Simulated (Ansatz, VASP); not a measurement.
# One calculation of SiNi, two programs

```
Si Ni
1.0
     2.79944    0.00000    0.00000
     0.00000    2.98546    0.00000
     0.00000    0.00000    5.60954
Si Ni
2 2
Direct
  0.50000 0.50000 0.84318
  0.00000 0.00000 0.15682
  0.50000 0.50000 0.34231
  0.00000 0.00000 0.65769
```

Alike in both runs: task single point; functional PBE; k mesh 18 × 16 × 12; occupations gaussian, width 0.15 eV; no spin polarisation.

|  | VASP | Ansatz |
| --- | --- | --- |
| version | VASP 6.6.1 | Ansatz 0.2.0 |
| potentials or method | VASP PAW PBE potentials, release 64 (Si, Ni), cutoff 520 eV | scalar-relativistic, plane waves, PAW |
| valence electrons in the cell | 28 | 44 |

```tsv
	VASP	Ansatz	Ansatz less VASP
gap on the k mesh at the Fermi level (eV)	none	none	-
pressure (GPa)	3.3	3.2	-0.13
traceless stress, the component that is largest in VASP (GPa)	-18.12	-18.08	+0.041
rms of the force components (eV/Å)	0.051	0.052	+0.0008
```

Atom by atom the forces differ by 0.011 eV/Å (rms over components). A gap of «none» marks a metal or a gap that the smearing closes. With one functional, cell and mesh, what is left measures potentials, basis and numerics. VASP's potentials hold 28 valence electrons a cell and Ansatz's 44, so a difference there can come from the potentials and not from the codes.
